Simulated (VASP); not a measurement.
# MgAs3 (Pm-3m) in VASP: a series of runs

The runs below take MgAs3 through single point, relaxation of cell and atoms, with PBE.

All numbers are computed with VASP 6.6.1; they aren't measurements. Logs are shortened: lines on timing, memory, paths and dates and some standing lists are left out, and cuts for length are marked.

## 1. The cell of the first run

Symmetry: Pm-3m, No. 221, cubic system. The conventional cell has a = 4.295 Å, b = 4.295 Å, c = 4.295 Å, α = 90.00°, β = 90.00°, γ = 90.00°. Within 4.0 Å of Mg (site symmetry m-3m) lie 12 As at 3.04 Å. Within 4.0 Å of As (site symmetry 4/mmm) lie 4 Mg at 3.04 Å and 8 As at 3.04 Å.

## 2. Single point, PBE

The input, INCAR:

```
PREC = Accurate
ENCUT = 520
EDIFF = 1E-6
ISMEAR = 0
SIGMA = 0.1
LREAL = False
LASPH = True
NELM = 100
ALGO = Normal
ISIF = 2
LWAVE = False
LCHARG = False
GGA = PE
NBANDS = 16
```

The input, KPOINTS:

```
regular mesh
0
Gamma
  4 4 4
```

The input, POSCAR:

```
MgAs3
1.0
    4.2947410701      0.0000000000      0.0000000000
    0.0000000000      4.2947410701      0.0000000000
    0.0000000000      0.0000000000      4.2947410701
Mg As
1 3
Direct
    0.0000000000      0.0000000000      0.0000000000
    0.0000000000      0.5000000000      0.5000000000
    0.5000000000      0.0000000000      0.5000000000
    0.5000000000      0.5000000000      0.0000000000
```

Potentials or basis: VASP PAW PBE potentials, release 64 (Mg, As).

On the command line:

```
$ cat potpaw_PBE.64/Mg/POTCAR potpaw_PBE.64/As/POTCAR > POTCAR
$ mpirun -np 1 vasp_std > vasp.out
```

OUTCAR:

```text
PREC = Accurate
   ENCUT = 520
   EDIFF = 1E-6
   ISMEAR = 0
   LREAL = False
   LASPH = True
   NELM = 100
   ISIF = 2
   GGA = PE

 ion  position               nearest neighbor table
   1  0.000  0.000  0.000-   2 3.04   3 3.04   4 3.04   2 3.04   3 3.04   2 3.04   4 3.04   2 3.04
                             3 3.04   4 3.04   3 3.04   4 3.04
   2  0.000  0.500  0.500-   1 3.04   1 3.04   1 3.04   1 3.04
   3  0.500  0.000  0.500-   1 3.04   1 3.04   1 3.04   1 3.04
   4  0.500  0.500  0.000-   1 3.04   1 3.04   1 3.04   1 3.04

  LATTYP: Found a simple cubic cell.
 ALAT       =     4.2947410701

  Lattice vectors:

 A1 = (   4.2947410701,   0.0000000000,   0.0000000000)
 A2 = (   0.0000000000,   4.2947410701,   0.0000000000)
 A3 = (   0.0000000000,   0.0000000000,   4.2947410701)

Analysis of symmetry for initial positions (statically):
=====================================================================
 Subroutine PRICEL returns:
 Original cell was already a primitive cell.

 Routine SETGRP: Setting up the symmetry group for a
 simple cubic supercell.

 Subroutine GETGRP returns: Found 48 space group operations
 (whereof 48 operations were pure point group operations)
 out of a pool of 48 trial point group operations.

The static configuration has the point symmetry O_h .

Analysis of symmetry for dynamics (positions and initial velocities):
=====================================================================
 Subroutine PRICEL returns:
 Original cell was already a primitive cell.

 Routine SETGRP: Setting up the symmetry group for a
 simple cubic supercell.

 Subroutine GETGRP returns: Found 48 space group operations
 (whereof 48 operations were pure point group operations)
 out of a pool of 48 trial point group operations.

The dynamic configuration has the point symmetry O_h .

 Subroutine INISYM returns: Found 48 space group operations
 (whereof 48 operations are pure point group operations),
 and found     1 'primitive' translations

----------------------------------------------------------------------------------------

                                     Primitive cell

  volume of cell :      79.2156

  direct lattice vectors                    reciprocal lattice vectors
     4.294741070  0.000000000  0.000000000     0.232842908  0.000000000  0.000000000
[... 76 lines left out ...]
   LREAL  =      F    real-space projection
   EDIFFG = 0.1E-04   stopping-criterion for IOM
   NSW    =      0    number of steps for IOM
   IBRION =     -1    ionic relax: 0-MD 1-quasi-New 2-CG
   NFREE  =      0    steps in history (QN), initial steepest desc. (CG)
   ISIF   =      2    stress and relaxation
   ISYM   =      2    0-nonsym 1-usesym 2-fastsym
   POTIM  = 0.5000    time-step for ionic-motion
   TEBEG  =    0.0;   TEEND  =   0.0 temperature during run
   PSTRESS=    0.0 pullay stress
   NELECT =      17.0000    total number of electrons
   NUPDOWN=      -1.0000    fix difference up-down
   EMIN   =  10.00;   EMAX   =-10.00  energy-range for DOS
   EFERMI =   0.00;   METHOD = LEGACY
   ISMEAR =     0;   SIGMA  =   0.10  broadening in eV -4-tet -1-fermi 0-gaus
   EFERMI_NEDOS =   21; number of points for ismear=-14 and -15
   IALGO  =     38    algorithm
   IMIX   =      4    mixing-type and parameters
     AMIX     =   0.40;   BMIX     =  1.00
     AMIX_MAG =   1.60;   BMIX_MAG =  1.00
  volume/ion in A,a.u.               =      19.80       133.64
  Fermi-wavevector in a.u.,A,eV,Ry     =   0.980139  1.852193 13.070731  0.960672
  Thomas-Fermi vector in A             =   2.111046
   LORBIT       =      0    0 simple, 1 ext, 2 COOP (PROOUT), +10 PAW based schemes
   GGA     = PE    functional components
   LHFCALC =     F    Hartree Fock is set to
   AEXX    =    0.0000 exact exchange contribution
   IVDW    =     0    specifies the selected vdW correction
   LEPSILON=     F    determine dielectric tensor
   LRPA    =     F    only Hartree local field effects (RPA)
 non-spin polarized calculation
 Gauss-broadening in eV      SIGMA  =   0.10
  energy-cutoff  :      520.00
  volume of cell :       79.22
 maximum number of plane-waves:      2176
 NGX is ok and might be reduce to    32
   NGX = 15   NGY = 15   NGZ = 15

 number of electron      17.0000004 magnetization

 Free energy of the ion-electron system (eV)
  ---------------------------------------------------
  ext. energy  EPLUGINS =         0.00000000
  ---------------------------------------------------
  free energy    TOTEN  =       -15.10661864 eV

  energy without entropy =      -15.10070016  energy(sigma->0) =      -15.10365940

 E-fermi :   5.3412     XC(G=0): -10.1431

 val. band max:        5.1870459357   @ k =   0.5000   0.2500   0.2500
 cond. band min:       5.3948673472   @ k =   0.5000   0.5000   0.2500
 fundamental gap:      0.2078214115
 Fermi energy:         5.3412307317

 k-point     1 :       0.0000    0.0000    0.0000
  band No.  band energies     occupation
      1      -8.4651      2.00000
      2      -3.2589      2.00000
      3      -3.2589      2.00000
      4       0.8241      2.00000
      5       0.8241      2.00000
      6       0.8241      2.00000
[... 167 lines left out ...]
      3      -5.0191      2.00000
      4      -0.9242      2.00000
      5       0.0624      2.00000
      6       0.0624      2.00000
[... 8 lines left out ...]
     15      15.1814      0.00000
     16      15.1814      0.00000

------------------------ aborting loop because EDIFF is reached ----------------------------------------

  FORCE on cell =-STRESS in cart. coord.  units (eV):
  Direction    XX          YY          ZZ          XY          YZ          ZX
  --------------------------------------------------------------------------------------
  -------------------------------------------------------------------------------------
  Total       -0.4994930     -0.4994930     -0.4994930     -0.0000000      0.0000000      0.0000000
  in kB      -10.1025041    -10.1025041    -10.1025041     -0.0000000      0.0000000      0.0000000
  external PRESSURE =     -10.1025041 kB  Pullay stress =       0.0000000 kB

 VOLUME and BASIS-vectors are now :
 -----------------------------------------------------------------------------
  energy-cutoff  :      520.00
  volume of cell :       79.22
      direct lattice vectors                 reciprocal lattice vectors
     4.294741070  0.000000000  0.000000000     0.232842908  0.000000000  0.000000000
     0.000000000  4.294741070  0.000000000     0.000000000  0.232842908  0.000000000
     0.000000000  0.000000000  4.294741070     0.000000000  0.000000000  0.232842908

 POSITION                                       TOTAL-FORCE (eV/Angst)
 -----------------------------------------------------------------------------------
      0.00000      0.00000      0.00000         0.000000      0.000000      0.000000
      0.00000      2.14737      2.14737         0.000000      0.000000      0.000000
      2.14737      0.00000      2.14737         0.000000      0.000000      0.000000
      2.14737      2.14737      0.00000         0.000000      0.000000      0.000000
 -----------------------------------------------------------------------------------
    total drift:                                0.000000     -0.000000     -0.000000

  FREE ENERGIE OF THE ION-ELECTRON SYSTEM (eV)
  ---------------------------------------------------
  free  energy   TOTEN  =       -15.1066186429 eV

  energy  without entropy=      -15.1007001601  energy(sigma->0) =      -15.10365940
```

OSZICAR:

```text
N       E                     dE             d eps       ncg     rms          rms(c)
DAV:   1     0.528811360645E+02    0.52881E+02   -0.62535E+03   320   0.848E+02
DAV:   2    -0.115349787704E+02   -0.64416E+02   -0.59142E+02   448   0.127E+02
DAV:   3    -0.152755320186E+02   -0.37406E+01   -0.37266E+01   408   0.330E+01
DAV:   4    -0.152990934338E+02   -0.23561E-01   -0.23560E-01   408   0.303E+00
DAV:   5    -0.152992134345E+02   -0.12000E-03   -0.12000E-03   432   0.227E-01    0.349E+00
DAV:   6    -0.151661969726E+02    0.13302E+00   -0.56556E-02   368   0.110E+00    0.209E+00
DAV:   7    -0.151084149119E+02    0.57782E-01   -0.80046E-02   392   0.134E+00    0.246E-01
DAV:   8    -0.151071751574E+02    0.12398E-02   -0.84486E-03   368   0.460E-01    0.724E-02
DAV:   9    -0.151066533559E+02    0.52180E-03   -0.76098E-04   344   0.150E-01    0.436E-02
DAV:  10    -0.151066304562E+02    0.22900E-04   -0.46641E-05   432   0.369E-02    0.131E-02
DAV:  11    -0.151066184617E+02    0.11995E-04   -0.16940E-05   368   0.207E-02    0.238E-03
DAV:  12    -0.151066186429E+02   -0.18124E-06   -0.11793E-06   320   0.520E-03
   1 F= -.15106619E+02 E0= -.15103659E+02  d E =-.591848E-02
```

Wall time 17 s (1 thread of Oxide Virtual Turin-like, shared host); peak memory 0.14 GiB.

What came out:

```yaml
Free_energy: -15.1066 eV
Pressure: -1.0 GPa
Band_gap_on_the_k_mesh: zero (an odd number of electrons rules out a gap without spin polarisation)
```

Caveat: the k points lie up to 0.37 Å⁻¹ apart, too coarse for converged energies and pressures of a metal.

## 3. Single point, PBE

This run uses another cell than the first one, of 19.50 Å³/atom.

The input, INCAR:

```
PREC     = Accurate       # precision mode
ENCUT    = 520            # plane-wave cutoff, eV
EDIFF    = 1E-7           # SCF threshold, eV
ISMEAR   = 0              # smearing method
SIGMA    = 0.1            # smearing width, eV
LREAL    = False          # projectors in reciprocal space
LASPH    = True           # aspherical terms in the spheres
NELM     = 100            # most SCF steps
ALGO     = Fast           # electronic algorithm
ISIF     = 2              # what is computed and relaxed
LWAVE    = False          # write WAVECAR
LCHARG   = False          # write CHGCAR
GGA      = PE             # functional
NBANDS   = 16             # bands
```

The input, KPOINTS:

```
regular mesh
0
Gamma
  12 12 12
```

The input, POSCAR:

```
MgAs3
1.0
    4.2729156812      0.0000000000      0.0000000000
    0.0000000000      4.2729156812      0.0000000000
    0.0000000000      0.0000000000      4.2729156812
Mg As
1 3
Direct
    0.0000000000      0.0000000000      0.0000000000
    0.0000000000      0.5000000000      0.5000000000
    0.5000000000      0.0000000000      0.5000000000
    0.5000000000      0.5000000000      0.0000000000
```

Potentials or basis: VASP PAW PBE potentials, release 64 (Mg, As).

On the command line:

```
$ cat potpaw_PBE.64/Mg/POTCAR potpaw_PBE.64/As/POTCAR > POTCAR
$ mpirun -np 1 vasp_std > vasp.out
```

OUTCAR:

```text
PREC = Accurate
   ENCUT = 520
   EDIFF = 1E-7
   ISMEAR = 0
   LREAL = False
   LASPH = True
   NELM = 100
   ISIF = 2
   GGA = PE

 ion  position               nearest neighbor table
   1  0.000  0.000  0.000-   2 3.02   3 3.02   4 3.02   2 3.02   3 3.02   2 3.02   4 3.02   2 3.02
                             3 3.02   4 3.02   3 3.02   4 3.02
   2  0.000  0.500  0.500-   1 3.02   1 3.02   1 3.02   1 3.02
   3  0.500  0.000  0.500-   1 3.02   1 3.02   1 3.02   1 3.02
   4  0.500  0.500  0.000-   1 3.02   1 3.02   1 3.02   1 3.02
[... 658 lines left out ...]
  Direction    XX          YY          ZZ          XY          YZ          ZX
  --------------------------------------------------------------------------------------
  -------------------------------------------------------------------------------------
  Total       -0.0117818     -0.0117818     -0.0117818     -0.0000000      0.0000000      0.0000000
  in kB       -0.2419622     -0.2419622     -0.2419622     -0.0000000      0.0000000      0.0000000
  external PRESSURE =      -0.2419622 kB  Pullay stress =       0.0000000 kB

 VOLUME and BASIS-vectors are now :
 -----------------------------------------------------------------------------
  energy-cutoff  :      520.00
  volume of cell :       78.01
      direct lattice vectors                 reciprocal lattice vectors
     4.272915681  0.000000000  0.000000000     0.234032233  0.000000000  0.000000000
     0.000000000  4.272915681  0.000000000     0.000000000  0.234032233  0.000000000
     0.000000000  0.000000000  4.272915681     0.000000000  0.000000000  0.234032233

 POSITION                                       TOTAL-FORCE (eV/Angst)
 -----------------------------------------------------------------------------------
      0.00000      0.00000      0.00000         0.000000      0.000000      0.000000
      0.00000      2.13646      2.13646         0.000000      0.000000      0.000000
      2.13646      0.00000      2.13646         0.000000      0.000000      0.000000
      2.13646      2.13646      0.00000         0.000000      0.000000      0.000000
 -----------------------------------------------------------------------------------
    total drift:                                0.000000     -0.000000     -0.000000

  FREE ENERGIE OF THE ION-ELECTRON SYSTEM (eV)
  ---------------------------------------------------
  free  energy   TOTEN  =       -15.0793424530 eV

  energy  without entropy=      -15.0693031503  energy(sigma->0) =      -15.07432280
```

OSZICAR:

```text
N       E                     dE             d eps       ncg     rms          rms(c)
DAV:   1     0.530422424796E+02    0.53042E+02   -0.62630E+03  2688   0.844E+02
DAV:   2    -0.116373071362E+02   -0.64680E+02   -0.60160E+02  3664   0.135E+02
DAV:   3    -0.152101494908E+02   -0.35728E+01   -0.35488E+01  3304   0.326E+01
DAV:   4    -0.152327520780E+02   -0.22603E-01   -0.22593E-01  3464   0.301E+00
DAV:   5    -0.152328672812E+02   -0.11520E-03   -0.11520E-03  3368   0.221E-01    0.349E+00
RMM:   6    -0.151259644205E+02    0.10690E+00   -0.41312E-02  2694   0.823E-01    0.209E+00
RMM:   7    -0.150810300650E+02    0.44934E-01   -0.73759E-02  3144   0.115E+00    0.230E-01
RMM:   8    -0.150808007835E+02    0.22928E-03   -0.12429E-02  2792   0.534E-01    0.129E-01
RMM:   9    -0.150793666584E+02    0.14341E-02   -0.20373E-03  2962   0.227E-01    0.484E-02
RMM:  10    -0.150793645266E+02    0.21318E-05   -0.22563E-04  3170   0.795E-02    0.265E-02
RMM:  11    -0.150793415462E+02    0.22980E-04   -0.82114E-05  3089   0.446E-02    0.478E-03
RMM:  12    -0.150793423060E+02   -0.75983E-06   -0.16477E-05  3207   0.193E-02    0.149E-03
RMM:  13    -0.150793423586E+02   -0.52595E-07   -0.17998E-06  3038   0.750E-03    0.707E-04
RMM:  14    -0.150793424609E+02   -0.10228E-06   -0.38225E-07  2522   0.317E-03    0.505E-04
RMM:  15    -0.150793424530E+02    0.78566E-08   -0.60474E-08  1996   0.134E-03
   1 F= -.15079342E+02 E0= -.15074323E+02  d E =-.100393E-01
```

stdout:

```text
POSCAR found type information on POSCAR MgAs
 POSCAR found :  2 types and       4 ions
 scaLAPACK will be used
 LDA part: xc-table for (Slater+PW92), standard interpolation
 POSCAR, INCAR and KPOINTS ok, starting setup
 FFT: planning ... GRIDC
 FFT: planning ... GRID_SOFT
 FFT: planning ... GRID
 WAVECAR not read
 entering main loop
```

It took 2.1 min on 1 thread of Oxide Virtual Turin-like, shared host; peak memory 0.21 GiB.

Results:

```yaml
Free_energy: -15.0793 eV
Pressure: 0.0 GPa
Band_gap_on_the_k_mesh: zero (an odd number of electrons rules out a gap without spin polarisation)
```

## 4. Relaxation of cell and atoms, PBE

The input, INCAR:

```
SYSTEM = MgAs3
PREC = Accurate
ENCUT = 600
EDIFF = 1E-6
ISMEAR = 0
SIGMA = 0.1
LREAL = .FALSE.
LASPH = .TRUE.
NELM = 100
ALGO = Fast
ISIF = 3
LWAVE = .FALSE.
LCHARG = .FALSE.
GGA = PE
IBRION = 2
NSW = 100
EDIFFG = -0.01
```

The input, KPOINTS:

```
regular mesh
0
G
  12 12 12
  0 0 0
```

The input, POSCAR:

```
MgAs3
1.0
    4.2947410701      0.0000000000      0.0000000000
    0.0000000000      4.2947410701      0.0000000000
    0.0000000000      0.0000000000      4.2947410701
Mg As
1 3
Direct
    0.0000000000      0.0000000000      0.0000000000
    0.0000000000      0.5000000000      0.5000000000
    0.5000000000      0.0000000000      0.5000000000
    0.5000000000      0.5000000000      0.0000000000
```

On the command line:

```
$ cat potpaw_PBE.64/Mg/POTCAR potpaw_PBE.64/As/POTCAR > POTCAR
$ mpirun -np 1 vasp_std > vasp.out
```

Wall time 3.5 min (1 thread of Oxide Virtual Turin-like, shared host); peak memory 0.25 GiB.

Results (log left out):

- Free energy: -15.0795 eV
- Relaxed volume: 19.50 Å³/atom
- Relaxed cell: a = 4.272 Å, b = 4.272 Å, c = 4.272 Å, α = 90.00°, β = 90.00°, γ = 90.00°
- Space group after relaxing (to 0.1 Å): Pm-3m (No. 221)
- Energy gained by relaxing: 1.0 meV/atom
- Ionic steps: 3
- Pressure after relaxing: 0.0 GPa
- Band gap on the k mesh: zero (an odd number of electrons rules out a gap without spin polarisation)

Step by step:
| step | energy change (eV) | largest force (eV/Å) | pressure (GPa) | volume (Å³) |
| --- | --- | --- | --- | --- |
| 1 | 0.0000 | 0.0000 | -1.06 | 79.22 |
| 2 | -0.0039 | 0.0000 | 0.24 | 77.72 |
| 3 | -0.0041 | 0.0000 | 0.00 | 77.99 |

Final structure:
```
Mg As
1.0
     4.27240    0.00000    0.00000
     0.00000    4.27240    0.00000
     0.00000    0.00000    4.27240
Mg As
1 3
Cartesian
  0.0000 0.0000 0.0000
  0.0000 2.1362 2.1362
  2.1362 0.0000 2.1362
  2.1362 2.1362 0.0000
```

Levels at points of the mesh, in eV from the Fermi level:
| k point | band 5 | band 6 | band 7 | band 8 | band 9 | band 10 | band 11 | band 12 |
| --- | --- | --- | --- | --- | --- | --- | --- | --- |
| (0.00, 0.00, 0.00) | -4.74 | -4.74 | -0.40 | 0.62 | 0.62 | 0.62 | 2.80 | 2.80 |
| (0.50, 0.00, 0.00) | -3.45 | -2.59 | -2.02 | -2.02 | -1.59 | -0.81 | 2.45 | 2.45 |
| (0.50, 0.50, 0.00) | -2.82 | -1.54 | -1.54 | -1.50 | -1.49 | -1.49 | 3.05 | 3.12 |
| (0.50, 0.50, 0.50) | -5.51 | -5.51 | -5.51 | -1.44 | 4.04 | 4.04 | 4.05 | 4.05 |

## 5. The runs side by side

```csv
task,cell,k mesh,cutoff (eV),gap on the mesh (eV),pressure (GPa)
single point,"a = 4.295 Å, 4 atoms",4 × 4 × 4,520,none,-1.0
single point,"a = 4.273 Å, 4 atoms",12 × 12 × 12,520,none,0.0
relaxation of cell and atoms,"relaxed from a = 4.295 Å, 4 atoms",12 × 12 × 12,600,none,0.0
```

Alike in all rows: level PBE; potentials or basis VASP PAW PBE potentials, release 64 (Mg, As); no spin polarisation; smearing gaussian 0.1 eV.

Caveats: some runs use coarse meshes.

Total energies depend on the potentials used, so only differences within one code and one set of settings carry meaning.

The gap in the log of VASP goes by the Fermi energy; the results here count the filled bands.